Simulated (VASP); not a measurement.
Wanted: the native input for a VASP 6.6.1 run.

```
Task                   : single point
Functional             : r2SCAN
Potentials or basis    : VASP PAW PBE potentials, release 64 (Ga_d, As)
Cutoff                 : 520 eV
k mesh                 : 6 × 6 × 6
Occupations            : gaussian, width 0.1 eV
Spin                   : no spin polarisation
Dipole correction      : no
Further INCAR settings : ALGO = Normal; EDIFF = 1e-06; NBANDS = 16
```

GaAs (qscan):

```
CELL_PARAMETERS angstrom
0.00000 2.87509 2.87509
2.87509 0.00000 2.87509
2.87509 2.87509 0.00000
ATOMIC_POSITIONS crystal
Ga 0.00000 0.00000 0.00000
As 0.75000 0.75000 0.75000
```

These files were run (other wordings do the same):

POSCAR

```
GaAs
1.0
    0.0000000000      2.8750910500      2.8750910500
    2.8750910500      0.0000000000      2.8750910500
    2.8750910500      2.8750910500      0.0000000000
Ga As
1 1
Direct
    0.0000000000      0.0000000000      0.0000000000
    0.7500000000      0.7500000000      0.7500000000
```

INCAR.step1

```
PREC = Accurate
ENCUT = 520
ISMEAR = 0
SIGMA = 0.1
LREAL = False
LASPH = True
NELM = 100
NBANDS = 16
GGA = PE
ALGO = Normal
EDIFF = 1E-4
LWAVE = True
LCHARG = False
```

INCAR.step2

```
PREC = Accurate
ENCUT = 520
EDIFF = 1E-6
ISMEAR = 0
SIGMA = 0.1
LREAL = False
LASPH = True
NELM = 100
ALGO = Normal
ISIF = 2
LWAVE = False
LCHARG = False
METAGGA = R2SCAN
LMIXTAU = True
NBANDS = 16
ISTART = 1
```

KPOINTS

```
Automatic mesh
0
Gamma
  6 6 6
```

Potentials or basis: VASP PAW PBE potentials, release 64 (Ga_d, As).

The run is started by

```bash
$ cat potpaw_PBE.64/Ga_d/POTCAR potpaw_PBE.64/As/POTCAR > POTCAR
$ cp INCAR.step1 INCAR
$ mpirun -np 1 vasp_std > vasp.out
$ cp INCAR.step2 INCAR
$ mpirun -np 1 vasp_std > vasp.out
```

It gave:

```
Pressure               : -2.8 GPa
Band gap on the k mesh : 0.59 eV, direct
```

Caveat: the PAW data sets were made with another functional, which shifts forces and pressure a little.

Run time: 24 s on 1 thread of Intel(R) Xeon(R) 6975P-C (Granite Rapids), on a shared host, peak memory 0.17 GiB.
